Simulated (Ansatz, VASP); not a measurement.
# Two plane-wave programs on Bi

Contents of INCAR:

```
SYSTEM = Bi
PREC     = Accurate       ! precision mode
ENCUT    = 520            ! plane-wave cutoff, eV
EDIFF    = 1E-7           ! SCF threshold, eV
ISMEAR   = -1             ! smearing method
SIGMA    = 0.08           ! smearing width, eV
LREAL    = .False.        ! projectors in reciprocal space
LASPH    = .True.         ! aspherical terms in the spheres
NELM     = 100            ! most SCF steps
ALGO     = Normal         ! electronic algorithm
ISIF     = 2              ! what is computed and relaxed
LWAVE    = .False.        ! write WAVECAR
LCHARG   = .False.        ! write CHGCAR
GGA      = PS             ! functional
NBANDS   = 22             ! bands
```

The input KPOINTS:

```
Automatic mesh
0
Gamma
  11 11 11
  0 0 0
```

The input POSCAR:

```
Bi
1.0
    0.0000000000      3.4337950079      3.4337950079
    3.4337950079      0.0000000000      3.4337950079
    3.4337950079      3.4337950079      0.0000000000
Bi
2
Direct
   -0.1250000000     -0.1250000000     -0.1250000000
    0.1250000000      0.1250000000      0.1250000000
```

Input for Ansatz:

```yaml
crystal:
  lattice:
    - [0.0, 3.4337950079, 3.4337950079]
    - [3.4337950079, 0.0, 3.4337950079]
    - [3.4337950079, 3.4337950079, 0.0]
  atoms:
    - { symbol: Bi, position: [-0.125, -0.125, -0.125] }
    - { symbol: Bi, position: [0.125, 0.125, 0.125] }
kpoints:
  mp_grid: { grid: [11, 11, 11] }
scf:
  occupations: { method: fermi_dirac, width: 0.08 }
hamiltonian:
  xc: pbesol
  pseudopotentials: { kind: paw }
output:
  forces: true
  stress: true
  eigenvalues: true
  populations: true
```

Change from the starting cell: volume scaled by 0.88, PAW files.

Alike in both runs: task single point; functional PBEsol; k mesh 11 × 11 × 11; occupations fermi-dirac, width 0.08 eV; no spin polarisation.

```csv
,VASP,Ansatz
version,VASP 6.6.1,Ansatz 0.2.0
potentials or method,"VASP PAW PBE potentials, release 64 (Bi_d)","PAW with Ansatz's default frozen-core files, scalar-relativistic"
plane-wave cutoff (eV),520,420
valence electrons in the cell,30,30
```

|  | VASP | Ansatz | Ansatz less VASP |
| --- | --- | --- | --- |
| pressure (GPa) | 5.4 | 5.4 | +0.06 |

VASP's potentials were made for PBE, not for PBEsol. The functional is the same, so the differences come from potentials, cutoffs and numerics.

Spin-orbit coupling is off throughout.
